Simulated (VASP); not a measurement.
LiF: single point with PBE

The system is LiF.

```
Li F
1.0
     5.38376    0.00000    0.00000
     0.00000    5.38376    0.00000
     0.00000    0.00000    2.82131
Li F
4 4
Cartesian
  3.5710 1.8127 0.7053
  1.8127 3.5710 2.1160
  0.8791 0.8791 0.0000
  4.5046 4.5046 1.4107
  4.4748 0.9089 2.1160
  0.9089 4.4748 0.7053
  1.7829 1.7829 1.4107
  3.6008 3.6008 0.0000
```

```
Program                : VASP 6.6.1
Task                   : single point
Functional             : PBE
Potentials or basis    : VASP PAW PBE potentials, release 64 (Li_sv, F)
Cutoff                 : 520 eV
k mesh                 : 4 × 4 × 8
Occupations            : gaussian, width 0.02 eV
Spin                   : no spin polarisation
Dipole correction      : no
Further INCAR settings : ALGO = Normal; EDIFF = 1e-06; NBANDS = 30
```

The band gap on the k mesh is 7.37 eV, indirect (least direct gap 7.39 eV).

Forces on the atoms (eV/Å):
```
Li  -0.002  0.002  0.000
Li   0.002 -0.002  0.000
Li  -0.002 -0.002  0.000
Li   0.002  0.002  0.000
F    0.002 -0.002  0.000
F   -0.002  0.002  0.000
F    0.002  0.002  0.000
F   -0.002 -0.002  0.000
```

Levels at points of the mesh, in eV from the valence-band top:
```csv
k point,band 18,band 19,band 20,band 21,band 22,band 23
"(0.00, 0.00, 0.00)",-0.09,-0.05,-0.02,7.37,10.37,11.98
"(0.50, 0.00, 0.00)",-0.17,-0.03,-0.03,8.61,8.61,11.38
"(0.50, 0.50, 0.00)",-0.05,-0.03,-0.03,8.87,8.87,10.62
"(0.00, 0.00, 0.50)",-0.47,-0.08,-0.08,10.83,10.83,12.12
"(0.50, 0.00, 0.50)",-0.56,-0.18,-0.18,10.82,10.82,13.04
"(0.50, 0.50, 0.50)",-0.43,-0.43,-0.43,11.75,11.75,11.75
```

Wall time 59 s on 1 thread of Intel(R) Xeon(R) Platinum 8488C (Sapphire Rapids) (shared host), peak memory 0.2 GiB.

 A k mesh can miss the band edges.
